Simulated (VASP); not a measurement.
# EuSb: single point with PBE

EuSb:

```xyz
2
Lattice="0.0000 3.4598 3.4598 3.4598 0.0000 3.4598 3.4598 3.4598 0.0000" Properties=species:S:1:pos:R:3 pbc="T T T"
Eu    0.0000    0.0000    0.0000
Sb    1.7299    1.7299    1.7299
```

```
Program             : VASP 6.6.1
Task                : single point
Functional          : PBE
Potentials or basis : VASP PAW PBE potentials, release 64 (Eu, Sb)
Cutoff              : 520 eV
k mesh              : 6 × 6 × 6
Occupations         : gaussian, width 0.05 eV
Spin                : collinear spin, ferromagnetic start
Starting moments    : [7.12, 0.0] μB
```

```json
{
  "Pressure": "4.2 GPa",
  "Band gap on the k mesh": "zero (filled and empty bands overlap)",
  "Net moment": "6.01 μB per cell",
  "Site moments": "Eu +6.34; Sb -0.24 μB",
  "Valence electrons inside the program's atomic spheres": "Eu 14.70; Sb 2.58"
}
```

Levels at points of the mesh, in eV from the Fermi level:
Spin up:
```
           k point  band 11  band 12  band 13  band 14  band 15  band 16  band 17  band 18
(0.00, 0.00, 0.00)    -0.30    -0.30    -0.15    -0.15    -0.15     2.85     3.14     3.14
(0.50, 0.00, 0.00)    -0.33    -0.33    -0.30    -0.02    -0.02     3.18     3.47     3.47
(0.50, 0.50, 0.00)    -0.34    -0.34    -0.33     0.36     0.36     1.54     3.03     3.93
```
Spin down:
```csv
k point,band 4,band 5,band 6,band 7,band 8,band 9,band 10,band 11,band 12,band 13
"(0.00, 0.00, 0.00)",-17.66,-8.35,-0.69,-0.69,-0.69,2.55,3.71,3.71,4.24,4.24
"(0.50, 0.00, 0.00)",-17.67,-7.74,-1.66,-0.43,-0.43,3.46,3.82,3.82,3.83,4.25
"(0.50, 0.50, 0.00)",-17.70,-7.53,-2.00,-0.04,-0.04,1.84,3.30,4.18,4.18,4.19
```

Run time: 110 s on 1 thread of Intel(R) Xeon(R) Platinum 8259CL CPU @ 2.50GHz (Skylake/Cascade Lake), with other jobs on the host, peak memory 0.27 GiB.

Caveat: spin-orbit coupling is left out, which moves the levels of the heavy elements; a cell with one magnetic atom can't hold antiferromagnetic order, which such compounds often take; without U or exact exchange the open f shell lies at the Fermi level, which spoils levels, moments and volumes. The state reached can hang on the start; a lower one may exist.
